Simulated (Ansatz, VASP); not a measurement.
## YbHf3S2 in VASP and in Ansatz

Contents of INCAR:

```
SYSTEM = YbHf3S2
PREC     = Accurate       ! precision mode
ENCUT    = 520            ! plane-wave cutoff, eV
EDIFF    = 1E-6           ! SCF threshold, eV
ISMEAR   = 0              ! smearing method
SIGMA    = 0.1            ! smearing width, eV
LREAL    = .False.        ! projectors in reciprocal space
LASPH    = .True.         ! aspherical terms in the spheres
NELM     = 150            ! most SCF steps
ALGO     = Normal         ! electronic algorithm
ISIF     = 2              ! what is computed and relaxed
LWAVE    = .False.        ! write WAVECAR
LCHARG   = .False.        ! write CHGCAR
ISPIN    = 2              ! spin polarisation
MAGMOM   = 1 0 0 0 0 0    ! initial moments
LORBIT   = 11             ! projections on sites
LMAXMIX  = 6              ! l up to which the mixer works
GGA      = PE             ! functional
NBANDS   = 46             ! bands
```

File KPOINTS:

```
regular mesh
0
Gamma
  3 3 6
  0 0 0
```

Contents of POSCAR:

```
YbHf3S2
1.0
    6.2653839000      0.0000000000      0.0000000000
   -3.1326919500      5.4259816200      0.0000000000
    0.0000000000      0.0000000000      3.6812773900
Yb Hf S
1 3 2
Direct
    0.0000000000      0.0000000000      0.0000000000
    0.5000000000      0.0000000000      0.5000000000
    0.5000000000      0.5000000000      0.5000000000
    0.0000000000      0.5000000000      0.5000000000
    0.3333333300      0.6666666700      0.0000000000
    0.6666666700      0.3333333300      0.0000000000
```

Input for Ansatz:

```yaml
crystal:
  lattice:
    - [6.2653839, 0.0, 0.0]
    - [-3.13269195, 5.42598162, 0.0]
    - [0.0, 0.0, 3.68127739]
  atoms:
    - { symbol: Yb, position: [0.0, 0.0, 0.0], spin: 1.0 }
    - { symbol: Hf, position: [0.5, 0.0, 0.5] }
    - { symbol: Hf, position: [0.5, 0.5, 0.5] }
    - { symbol: Hf, position: [0.0, 0.5, 0.5] }
    - { symbol: S, position: [0.33333333, 0.66666667, 0.0] }
    - { symbol: S, position: [0.66666667, 0.33333333, 0.0] }
basis:
  ecutwfc: 420
kpoints:
  mp_grid: { grid: [3, 3, 6] }
hamiltonian:
  xc: pbe
scf:
  occupations: { method: gaussian, width: 0.1 }
  lower_state_search: "off"
output:
  forces: true
  stress: true
  eigenvalues: true
  populations: true
magnetization:
  spin_polarized: true
```

Change from the starting cell: species swapped into the ErB2Rh3 type (P6/mmm, No. 191).

Alike in both runs: task single point; functional PBE; k mesh 3 × 3 × 6; occupations gaussian, width 0.1 eV; collinear spin.

|  | VASP | Ansatz |
| --- | --- | --- |
| version | VASP 6.6.1 | Ansatz 0.2.0 |
| potentials or method | VASP PAW PBE potentials, release 64 (Yb, Hf_pv, S), cutoff 520 eV | scalar-relativistic, plane waves, PAW |
| valence electrons in the cell | 66 | 114 |

```tsv
	VASP	Ansatz	Ansatz less VASP
gap on the k mesh at the Fermi level (eV)	none	none	-
pressure (GPa)	0.9	1.1	+0.25
traceless stress, the component that is largest in VASP (GPa)	-1.94	-1.93	+0.011
net moment per atom (μB)	0.00	0.00	0.000
```

A gap of «none» marks a metal or a gap that the smearing closes. VASP's potentials hold 66 valence electrons a cell and Ansatz's 114, so a difference there can come from the potentials and not from the codes. Ansatz's warnings: seeded moment not kept.

The k mesh is coarse, so the values compare programs but aren't converged. Spin-orbit coupling is off throughout.
